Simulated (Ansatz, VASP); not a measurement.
# One calculation of Ge, two programs

The input POSCAR:

```
Ge
1.0
    0.0000000000      2.7906767997      2.7906767997
    2.7906767997      0.0000000000      2.7906767997
    2.7906767997      2.7906767997      0.0000000000
Ge
2
Direct
    0.7500000000      0.7500000000      0.7500000000
    0.5000000000      0.5000000000      0.5000000000
```

Contents of INCAR.step1:

```
SYSTEM = Ge
  ALGO = Normal
  EDIFF = 1E-4
  ENCUT = 520
  GGA = PE
  GGA_COMPAT = .FALSE.
  ISMEAR = -1
  LASPH = .TRUE.
  LCHARG = .FALSE.
  LNONCOLLINEAR = .TRUE.
  LREAL = .FALSE.
  LSORBIT = .TRUE.
  LWAVE = .TRUE.
  MAGMOM = 0 0 0 0 0 0
  NBANDS = 40
  NELM = 150
  PREC = Accurate
  SIGMA = 0.05
```

Contents of INCAR.step2:

```
SYSTEM = Ge
  ALGO = Normal
  EDIFF = 1E-6
  ENCUT = 520
  GGA_COMPAT = .FALSE.
  ISIF = 2
  ISMEAR = -1
  ISTART = 1
  LASPH = .TRUE.
  LCHARG = .TRUE.
  LMIXTAU = .TRUE.
  LNONCOLLINEAR = .TRUE.
  LORBIT = 11
  LORBMOM = .TRUE.
  LREAL = .FALSE.
  LSORBIT = .TRUE.
  LVHAR = .TRUE.
  LWAVE = .FALSE.
  MAGMOM = 0 0 0 0 0 0
  METAGGA = R2SCAN
  NBANDS = 40
  NELM = 150
  PREC = Accurate
  SIGMA = 0.05
```

Contents of KPOINTS:

```
k-points
0
G
  8 8 8
  0 0 0
```

Contents of input.yaml:

```yaml
crystal:
  lattice:
    - [0.0, 2.7906767997, 2.7906767997]
    - [2.7906767997, 0.0, 2.7906767997]
    - [2.7906767997, 2.7906767997, 0.0]
  atoms:
    - { symbol: Ge, position: [0.75, 0.75, 0.75] }
    - { symbol: Ge, position: [0.5, 0.5, 0.5] }
hamiltonian:
  xc: r2scan
  pseudopotentials: { kind: paw_fr }
magnetization:
  noncollinear: true
  spin_orbit: true
kpoints:
  mp_grid: { grid: [8, 8, 8] }
scf:
  occupations: { method: fermi_dirac, width: 0.05 }
output:
  forces: true
  stress: true
  eigenvalues: true
```

Alike in both runs: task single point; functional r2SCAN; k mesh 8 × 8 × 8; occupations fermi-dirac, width 0.05 eV; non-collinear spin, spin-orbit coupling.

|  | VASP | Ansatz |
| --- | --- | --- |
| version | VASP 6.6.1 | Ansatz 0.2.0 |
| potentials or method | VASP PAW PBE potentials, release 64 (Ge_d) | Ansatz PAW |
| plane-wave cutoff (eV) | 520 | 500 |
| valence electrons in the cell | 28 | 28 |

```tsv
	VASP	Ansatz	Ansatz less VASP
pressure (GPa)	4.0	3.9	-0.09
net moment per atom (μB)	0.00	0.00	0.000
```

VASP's potentials were made for PBE, not for r2SCAN.
